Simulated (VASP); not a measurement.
Li2S:

```
Li S
1.0
     0.00000    2.84450    2.84450
     2.84450    0.00000    2.84450
     2.84450    2.84450    0.00000
Li S
2 1
Direct
  0.25000 0.25000 0.25000
  0.75000 0.75000 0.75000
  0.00000 0.00000 0.00000
```

| Quantity | Value |
| --- | --- |
| Program | VASP 6.6.1 |
| Task | relaxation of cell and atoms |
| Functional | LDA |
| Potentials or basis | VASP PAW LDA potentials, release 64 (Li_sv, S) |
| Cutoff | 750 eV |
| k mesh | 8 × 8 × 8 |
| Occupations | gaussian, width 0.02 eV |
| Spin | no spin polarisation |

At the start: pressure -2.7 GPa; volume 15.34 Å³/atom.

Q: How do energy, volume and symmetry change on relaxing?

A: Over 4 steps the energy falls by 8.9 meV/atom and the volume is 14.35 Å³/atom (-6.4 %); space group Fm-3m (No. 225, to 0.05 Å).

The path:
```csv
step,energy change (eV),largest force (eV/Å),pressure (GPa),volume (Å³)
1,0.0000,0.0000,-2.73,46.03
2,-0.0217,0.0000,-1.26,44.31
3,-0.0267,0.0000,-0.07,43.13
4,-0.0267,0.0000,0.01,43.06
```

Final structure:
```xyz
3
Lattice="0.0000 2.7820 2.7820 2.7820 0.0000 2.7820 2.7820 2.7820 0.0000" Properties=species:S:1:pos:R:3 pbc="T T T"
Li    1.3910    1.3910    1.3910
Li    4.1730    4.1730    4.1730
S     2.7820    2.7820    5.5640
```
